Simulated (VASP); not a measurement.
# Cu12C in VASP: single point with LDA

Aim: the single point of Cu12C with LDA.

Program: VASP 6.6.1. These are calculated values, not measurements. Logs are shortened: lines on timing, memory, paths and dates and some standing lists are left out, and cuts for length are marked.

### 1 The cell of the first run

The cell holds a slab with vacuum, 13 atoms: a = 4.976 Å, b = 4.976 Å, c = 19.502 Å, α = 90.00°, β = 90.00°, γ = 120.00°.

### 2 Single point, LDA

The input, INCAR:

```
PREC = Accurate ; ENCUT = 520
EDIFF = 1E-6 ; ISMEAR = 0
SIGMA = 0.1 ; LREAL = False
LASPH = True ; NELM = 80
ALGO = Normal ; ISIF = 2
LWAVE = False ; LCHARG = True
LDIPOL = True ; IDIPOL = 3
DIPOL = 0.5 0.5 0.322 ; LELF = True
LVHAR = True ; LVACPOTAV = True
NBANDS = 80
```

The input, KPOINTS:

```
Automatic mesh
0
Gamma
  6 6 1
```

The input, POSCAR:

```
Cu12C
1.0
    4.9761055516      0.0000000000      0.0000000000
   -2.4880527758      4.3094338196      0.0000000000
    0.0000000000      0.0000000000     19.5024151607
Cu C
12 1
Direct
    0.3333333333      0.1666666667      0.2051028022
    0.3333333333      0.6666666667      0.2051028022
    0.8333333333      0.1666666667      0.2051028022
    0.8333333333      0.6666666667      0.2051028022
    0.1666666667      0.3333333334      0.3077257135
    0.1666666667      0.8333333334      0.3077257135
    0.6666666667      0.3333333334      0.3077257135
    0.6666666667      0.8333333333      0.3077257135
    0.0000000000      0.0000000000      0.4103294435
    0.0000000000      0.5000000000      0.4103294435
    0.5000000000      0.0000000000      0.4103294435
    0.5000000000      0.5000000000      0.4103294435
    0.1666666667      0.0833333334      0.4874233187
```

Potentials or basis: VASP PAW LDA potentials, release 64 (Cu, C).

On the command line:

```bash
$ cat potpaw_LDA.64/Cu/POTCAR potpaw_LDA.64/C/POTCAR > POTCAR
$ mpirun -np 1 vasp_std > vasp.out
```

OUTCAR:

```text
PREC = Accurate
   ENCUT = 520
   EDIFF = 1E-6
   ISMEAR = 0
   LREAL = False
   LASPH = True
   NELM = 80
   ISIF = 2

 ion  position               nearest neighbor table
   1  0.333  0.167  0.205-   5 2.46   6 2.46   7 2.46   3 2.49   3 2.49   2 2.49   2 2.49   4 2.49
                             4 2.49
   2  0.333  0.667  0.205-   6 2.46   5 2.46   8 2.46   4 2.49   4 2.49   3 2.49   1 2.49   1 2.49
                             3 2.49
   3  0.833  0.167  0.205-   7 2.46   5 2.46   8 2.46   1 2.49   1 2.49   2 2.49   4 2.49   4 2.49
                             2 2.49
   4  0.833  0.667  0.205-   8 2.46   7 2.46   6 2.46   2 2.49   2 2.49   1 2.49   3 2.49   3 2.49
                             1 2.49
   5  0.167  0.333  0.308-  12 2.46  10 2.46   9 2.46   1 2.46   2 2.46   3 2.46   8 2.49   7 2.49
                             7 2.49   6 2.49   6 2.49   8 2.49
   6  0.167  0.833  0.308-  11 2.46   9 2.46  10 2.46   2 2.46   1 2.46   4 2.46   8 2.49   5 2.49
                             5 2.49   7 2.49   7 2.49   8 2.49
   7  0.667  0.333  0.308-  10 2.46  12 2.46  11 2.46   3 2.46   4 2.46   1 2.46   8 2.49   5 2.49
                             5 2.49   6 2.49   6 2.49   8 2.49
   8  0.667  0.833  0.308-   9 2.46  12 2.46  11 2.46   4 2.46   2 2.46   3 2.46   7 2.49   6 2.49
                             5 2.49   6 2.49   5 2.49   7 2.49
   9  0.000  0.000  0.410-  13 1.67   8 2.46   6 2.46   5 2.46  11 2.49  11 2.49  10 2.49  10 2.49
                            12 2.49  12 2.49
  10  0.000  0.500  0.410-   7 2.46   5 2.46   6 2.46  12 2.49  12 2.49   9 2.49   9 2.49  11 2.49
                            11 2.49
  11  0.500  0.000  0.410-  13 2.42   6 2.46   8 2.46   7 2.46   9 2.49   9 2.49  10 2.49  12 2.49
                            12 2.49  10 2.49
  12  0.500  0.500  0.410-  13 2.42   5 2.46   7 2.46   8 2.46  10 2.49  10 2.49   9 2.49  11 2.49
                            11 2.49   9 2.49
  13  0.167  0.083  0.487-   9 1.67  12 2.42  11 2.42

  LATTYP: Found a hexagonal cell.
 ALAT       =     4.9761055516
 C/A-ratio  =     3.9192125164

  Lattice vectors:

 A1 = (   4.9761055516,   0.0000000000,   0.0000000000)
 A2 = (  -2.4880527758,   4.3094338196,   0.0000000000)
 A3 = (   0.0000000000,   0.0000000000,  19.5024151607)

Analysis of symmetry for initial positions (statically):
=====================================================================
 Subroutine PRICEL returns:
 Original cell was already a primitive cell.

 Routine SETGRP: Setting up the symmetry group for a
 hexagonal supercell.

 Subroutine GETGRP returns: Found  2 space group operations
 (whereof  2 operations were pure point group operations)
 out of a pool of 24 trial point group operations.

The static configuration has the point symmetry C_1h.

Analysis of symmetry for dynamics (positions and initial velocities):
=====================================================================
 Subroutine PRICEL returns:
 Original cell was already a primitive cell.

 Routine SETGRP: Setting up the symmetry group for a
 hexagonal supercell.

 Subroutine GETGRP returns: Found  2 space group operations
 (whereof  2 operations were pure point group operations)
 out of a pool of 24 trial point group operations.

The dynamic configuration has the point symmetry C_1h.

 Subroutine INISYM returns: Found  2 space group operations
 (whereof  2 operations are pure point group operations),
 and found     1 'primitive' translations

----------------------------------------------------------------------------------------

                                     Primitive cell

  volume of cell :     418.2136

  direct lattice vectors                    reciprocal lattice vectors
     4.976105552  0.000000000  0.000000000     0.200960367  0.116024522  0.000000000
    -2.488052776  4.309433820  0.000000000     0.000000000  0.232049044  0.000000000
     0.000000000  0.000000000 19.502415161     0.000000000  0.000000000  0.051275701

  length of vectors
     4.976105552  4.976105552 19.502415161     0.232049044  0.232049044  0.051275701

  position of ions in fractional coordinates (direct lattice)
     0.333333333  0.166666667  0.205102802
     0.333333333  0.666666667  0.205102802
     0.833333333  0.166666667  0.205102802
[... 48 lines left out ...]
 Subroutine IBZKPT returns following result:
 ===========================================

 Found     13 irreducible k-points:

 Following reciprocal coordinates:
            Coordinates               Weight
  0.000000  0.000000  0.000000      1.000000
  0.166667 -0.000000  0.000000      2.000000
  0.000000  0.166667  0.000000      4.000000
  0.333333  0.000000  0.000000      2.000000
  0.000000  0.333333  0.000000      4.000000
  0.500000 -0.000000  0.000000      1.000000
  0.000000  0.500000  0.000000      2.000000
  0.166667  0.166667  0.000000      4.000000
 -0.166667  0.333333  0.000000      2.000000
  0.333333  0.166667  0.000000      4.000000
 -0.166667  0.500000  0.000000      4.000000
  0.500000  0.333333  0.000000      4.000000
  0.333333  0.333333  0.000000      2.000000
   k-points           NKPTS =     13   k-points in BZ     NKDIM =     13   number of bands    NBANDS=     80
   number of dos      NEDOS =    301   number of ions     NIONS =     13
   total plane-waves  NPLWV = 240000
   dimension x,y,z NGX =    40 NGY =   40 NGZ =  150
   dimension x,y,z NGXF=    80 NGYF=   80 NGZF=  300
   ions per type =              12   1
   NGX,Y,Z   is equivalent  to a cutoff of  13.36, 13.36, 12.79 a.u.
   NGXF,Y,Z  is equivalent  to a cutoff of  26.73, 26.73, 25.57 a.u.
 SYSTEM =  unknown system
   PREC   = accura    normal or accurate (medium, high low for compatibility)
   ISTART =      0    job   : 0-new  1-cont  2-samecut
   ICHARG =      2    charge: 1-file 2-atom 10-const
   ISPIN  =      1    spin polarized calculation?
   LNONCOLLINEAR =      F non collinear calculations
   LSORBIT =      F    spin-orbit coupling
   LASPH  =      T    aspherical Exc in radial PAW
   ENCUT  =  520.0 eV  38.22 Ry    6.18 a.u.   9.25  9.25 36.26*2*pi/ulx,y,z
   NELM   =     80;   NELMIN=  2; NELMDL= -5     # of ELM steps
   EDIFF  = 0.1E-05   stopping-criterion for ELM
   LREAL  =      F    real-space projection
   EDIFFG = 0.1E-04   stopping-criterion for IOM
   NSW    =      0    number of steps for IOM
   IBRION =     -1    ionic relax: 0-MD 1-quasi-New 2-CG
   NFREE  =      0    steps in history (QN), initial steepest desc. (CG)
   ISIF   =      2    stress and relaxation
   ISYM   =      2    0-nonsym 1-usesym 2-fastsym
   POTIM  = 0.5000    time-step for ionic-motion
   TEBEG  =    0.0;   TEEND  =   0.0 temperature during run
   PSTRESS=    0.0 pullay stress
   NELECT =     136.0000    total number of electrons
   NUPDOWN=      -1.0000    fix difference up-down
   EMIN   =  10.00;   EMAX   =-10.00  energy-range for DOS
   EFERMI =   0.00;   METHOD = LEGACY
   ISMEAR =     0;   SIGMA  =   0.10  broadening in eV -4-tet -1-fermi 0-gaus
   EFERMI_NEDOS =   21; number of points for ismear=-14 and -15
   IALGO  =     38    algorithm
   IMIX   =      4    mixing-type and parameters
     AMIX     =   0.40;   BMIX     =  1.00
     AMIX_MAG =   1.60;   BMIX_MAG =  1.00
  volume/ion in A,a.u.               =      32.17       217.10
  Fermi-wavevector in a.u.,A,eV,Ry     =   1.125784  2.127423 17.243882  1.267390
  Thomas-Fermi vector in A             =   2.262463
   LORBIT       =      0    0 simple, 1 ext, 2 COOP (PROOUT), +10 PAW based schemes
   GGA     = CA    functional components
   LHFCALC =     F    Hartree Fock is set to
   AEXX    =    0.0000 exact exchange contribution
   IVDW    =     0    specifies the selected vdW correction
   LEPSILON=     F    determine dielectric tensor
   LRPA    =     F    only Hartree local field effects (RPA)
 non-spin polarized calculation
 Gauss-broadening in eV      SIGMA  =   0.10
  energy-cutoff  :      520.00
  volume of cell :      418.21
 maximum number of plane-waves:     11293
 NGX is ok and might be reduce to    40
   NGX = 19   NGY = 19   NGZ = 73

 dipolmoment           0.000000      0.000000     -0.363763 electrons x Angstroem

 number of electron     135.9999977 magnetization

 dipolmoment           0.000000      0.000000      0.128638 electrons x Angstroem

 Free energy of the ion-electron system (eV)
  ---------------------------------------------------
  ext. energy  EPLUGINS =         0.00000000
  ---------------------------------------------------
  free energy    TOTEN  =       -57.29520642 eV

  energy without entropy =      -57.28791504  energy(sigma->0) =      -57.29156073

 E-fermi :  -0.9370     XC(G=0):  -5.4776

 val. band max:       -1.1050646623   @ k =   0.5000  -0.0000   0.0000
 cond. band min:      -0.8738520423   @ k =   0.3333   0.3333   0.0000
 fundamental gap:      0.2312126200
 Fermi energy:        -0.9370079091

 k-point     1 :       0.0000    0.0000    0.0000
  band No.  band energies     occupation
      1     -11.5973      2.00000
      2     -10.0105      2.00000
      3      -7.9103      2.00000
      4      -6.8664      2.00000
      5      -6.5292      2.00000
      6      -6.4800      2.00000
[... 1068 lines left out ...]
     79       4.2410      0.00000
     80       4.9207      0.00000

------------------------ aborting loop because EDIFF is reached ----------------------------------------

  FORCE on cell =-STRESS in cart. coord.  units (eV):
  Direction    XX          YY          ZZ          XY          YZ          ZX
  --------------------------------------------------------------------------------------
  -------------------------------------------------------------------------------------
  Total       -3.8010732     -4.6405663      1.2806399      0.7270223      1.6596058      2.8745216
  in kB      -14.5619193    -17.7780189      4.9061341      2.7852240      6.3579533     11.0122983
  external PRESSURE =      -9.1446014 kB  Pullay stress =       0.0000000 kB

 VOLUME and BASIS-vectors are now :
 -----------------------------------------------------------------------------
  energy-cutoff  :      520.00
  volume of cell :      418.21
      direct lattice vectors                 reciprocal lattice vectors
     4.976105552  0.000000000  0.000000000     0.200960367  0.116024522  0.000000000
    -2.488052776  4.309433820  0.000000000     0.000000000  0.232049044  0.000000000
     0.000000000  0.000000000 19.502415161     0.000000000  0.000000000  0.051275701

 POSITION                                       TOTAL-FORCE (eV/Angst)
 -----------------------------------------------------------------------------------
      1.24403      0.71824      4.00000         0.012269      0.007083     -0.109367
     -0.00000      2.87296      4.00000         0.021885      0.012635     -0.029557
      3.73208      0.71824      4.00000         0.003840     -0.070480     -0.009127
      2.48805      2.87296      4.00000        -0.059118      0.038565     -0.009127
      0.00000      1.43648      6.00139        -0.041839      0.057953     -0.071556
     -1.24403      3.59119      6.00139         0.029269     -0.065210     -0.071556
      2.48805      1.43648      6.00139        -0.018521     -0.010693     -0.019564
      1.24403      3.59119      6.00139         0.014150      0.008169     -0.080828
      0.00000      0.00000      8.00242        -1.342469     -0.775075     -1.564433
     -1.24403      2.15472      8.00242         0.030751      0.017754      0.303976
      2.48805      0.00000      8.00242        -0.334345      0.020481      0.745263
      1.24403      2.15472      8.00242        -0.149435     -0.299792      0.745263
      0.62201      0.35912      9.50593         1.833564      1.058609      0.170616
 -----------------------------------------------------------------------------------
    total drift:                                0.000056      0.000031      0.001144

  FREE ENERGIE OF THE ION-ELECTRON SYSTEM (eV)
  ---------------------------------------------------
  free  energy   TOTEN  =       -57.2952064175 eV

  energy  without entropy=      -57.2879150422  energy(sigma->0) =      -57.29156073

 vacuum level on the upper side and lower side of the slab         5.228         4.143
```

Wall time 47 min (1 thread of Intel Xeon 8259CL, shared host); peak memory 0.59 GiB.

What came out:

| Quantity | Value |
| --- | --- |
| Free energy | -57.2952 eV |
| Largest force | 2.202 eV/Å |
| Band gap on the k mesh | zero (bands 68 and 69 overlap by 0.18 eV) |

Forces on the atoms (eV/Å):
```
Cu   0.012  0.007 -0.109
Cu   0.022  0.013 -0.030
Cu   0.004 -0.070 -0.009
Cu  -0.059  0.039 -0.009
Cu  -0.042  0.058 -0.072
Cu   0.029 -0.065 -0.072
Cu  -0.019 -0.011 -0.020
Cu   0.014  0.008 -0.081
Cu  -1.342 -0.775 -1.564
Cu   0.031  0.018  0.304
Cu  -0.334  0.020  0.745
Cu  -0.149 -0.300  0.745
C    1.834  1.059  0.171
```

Levels at points of the mesh, in eV from the Fermi level:
| k point | band 64 | band 65 | band 66 | band 67 | band 68 | band 69 | band 70 | band 71 | band 72 | band 73 |
| --- | --- | --- | --- | --- | --- | --- | --- | --- | --- | --- |
| (0.00, 0.00, 0.00) | -1.31 | -1.00 | -0.88 | -0.30 | 0.24 | 0.34 | 0.44 | 0.97 | 1.17 | 1.37 |
| (0.50, 0.00, 0.00) | -1.69 | -1.64 | -0.66 | -0.43 | -0.17 | 0.20 | 0.26 | 0.91 | 1.61 | 2.01 |
| (0.00, 0.50, 0.00) | -1.68 | -1.67 | -0.49 | -0.45 | -0.21 | 0.07 | 0.28 | 0.87 | 1.63 | 1.85 |

The gap in the log of VASP goes by the Fermi energy; the results here count the filled bands.